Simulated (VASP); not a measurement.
## CdI2: single point with HSE06

The system is CdI2.

```xyz
3
Lattice="4.2470 0.0000 0.0000 -2.1235 3.6780 0.0000 0.0000 0.0000 6.8950" Properties=species:S:1:pos:R:3 pbc="T T T"
Cd    0.0000    0.0000    0.0000
I     0.0000    2.4520    1.7196
I     2.1235    1.2260    5.1755
```

```
Program             : VASP 6.6.1
Task                : single point
Functional          : HSE06
Potentials or basis : VASP PAW PBE potentials, release 64 (Cd, I)
Cutoff              : 400 eV
k mesh              : 6 × 6 × 4
Occupations         : gaussian, width 0.01 eV
Spin                : no spin polarisation
```

```yaml
Pressure: 0.6 GPa
Largest_force: 0.064 eV/Å
Band_gap_on_the_k_mesh: 3.34 eV (least direct gap 3.62 eV)
```

Forces on the atoms (eV/Å):
```
Cd   0.000  0.000  0.000
I    0.000  0.000 -0.064
I    0.000  0.000  0.064
```

Stress tensor (GPa, compression positive):
```
0.66 0.00 0.00
0.00 0.66 0.00
0.00 0.00 0.54
```

Levels at points of the mesh, in eV from the valence-band top:
| k point | band 10 | band 11 | band 12 | band 13 | band 14 | band 15 | band 16 | band 17 |
| --- | --- | --- | --- | --- | --- | --- | --- | --- |
| (0.00, 0.00, 0.00) | -0.29 | -0.16 | -0.16 | -0.15 | 3.47 | 5.41 | 7.43 | 7.43 |
| (0.50, 0.00, 0.00) | -2.11 | -1.60 | -0.73 | -0.14 | 3.61 | 5.97 | 6.85 | 7.59 |
| (0.00, 0.00, 0.50) | -0.42 | -0.42 | -0.01 | -0.01 | 4.63 | 5.46 | 7.21 | 7.21 |
| (0.50, 0.00, 0.50) | -1.38 | -1.29 | -0.54 | -0.47 | 3.34 | 5.87 | 6.83 | 7.54 |

Run time: 53 min on 4 MPI ranks on AMD EPYC 7R43 64-Core Processor (Zen 3) (shared host), peak memory 0.3 GiB a rank.

Caveat: the PAW data sets were made with another functional, which shifts forces and pressure a little; spin-orbit coupling is left out, which moves the levels of the heavy elements; this functional lacks dispersion, which binds the layers, so the pressure and a relaxed spacing across them are unreliable. A k mesh can miss the band edges.
